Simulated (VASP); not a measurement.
**Pt: single point with PBE**

Crystal: Pt.

```
Pt
1.0
    -1.70060    1.70060    1.36762
     1.70060   -1.70060    1.36762
     1.70060    1.70060   -1.36762
Pt
1
Direct
  0.50000 0.50000 0.00000
```

| Property | Result |
| --- | --- |
| Program | VASP 6.6.1 |
| Task | single point |
| Functional | PBE |
| Potentials or basis | VASP PAW PBE potentials, release 64 (Pt) |
| Cutoff | 520 eV |
| k mesh | 26 × 26 × 26 |
| Occupations | gaussian, width 0.1 eV |
| Spin | no spin polarisation |
| Dipole correction | no |
| k mesh for the DOS | 39 × 39 × 39 |
| Occupations for the DOS | tetrahedron |
| Further INCAR settings | ALGO = Fast; EDIFF = 1e-06; NBANDS = 11 |

```
Valence electrons inside the program's atomic spheres : Pt 9.22
```

Levels at points of the mesh, in eV from the Fermi level:
```
           k point  band 1  band 2  band 3  band 4  band 5  band 6  band 7  band 8  band 9  band 10
(0.00, 0.00, 0.00)   -9.65   -4.68   -3.07   -2.66   -2.66   -0.36   15.55   15.55   20.71    24.87
```

It took 4.2 min on 1 thread of Intel(R) Xeon(R) 6975P-C (Granite Rapids), with other jobs on the host, peak memory 1 GiB.

Caveat: spin-orbit coupling is left out, which moves the levels of the heavy elements.
